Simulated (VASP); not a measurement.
Input of a VASP 6.6.1 run:

The input INCAR:

```
SYSTEM = FeCo5
PREC = Accurate ; ENCUT = 520
EDIFF = 1E-7 ; ISMEAR = 0
SIGMA = 0.1 ; LREAL = .False.
LASPH = .True. ; NELM = 150
ALGO = Fast ; ISIF = 2
LWAVE = .False. ; LCHARG = .True.
ISPIN = 2 ; MAGMOM = 2.83 1.89 1.89 1.89 1.89 1.89
LORBIT = 11 ; LMAXMIX = 4
GGA = PE ; LELF = .True.
LVHAR = .True. ; NBANDS = 40
```

KPOINTS

```
regular mesh
0
Gamma
  6 6 2
  0 0 0
```

POSCAR

```
FeCo5
1.0
    2.4941409000      0.0000000000      0.0000000000
    0.0000000000      2.4941409000      0.0000000000
    0.0000000000      0.0000000000     10.6762517000
Fe Co
1 5
Direct
    0.5000000000      0.5000000000      0.0000000000
    0.0000000000      0.0000000000      0.8271030000
    0.5000000000      0.5000000000      0.6657390000
    0.0000000000      0.0000000000      0.5000000000
    0.5000000000      0.5000000000      0.3342610000
    0.0000000000      0.0000000000      0.1728970000
```

Potentials or basis: VASP PAW PBE potentials, release 64 (Fe, Co).

The run is started by

```console
$ cat potpaw_PBE.64/Fe/POTCAR potpaw_PBE.64/Co/POTCAR > POTCAR
$ mpirun -np 1 vasp_std > vasp.out
```

(1) Estimate the largest force.

(2) Estimate the net moment.

(3) Estimate the band gap on the k mesh.

Results:

(1) 0.055 eV/Å.

(2) 10.97 μB per cell.

(3) zero (filled and empty bands overlap).

Caveat: the k points lie up to 0.42 Å⁻¹ apart.
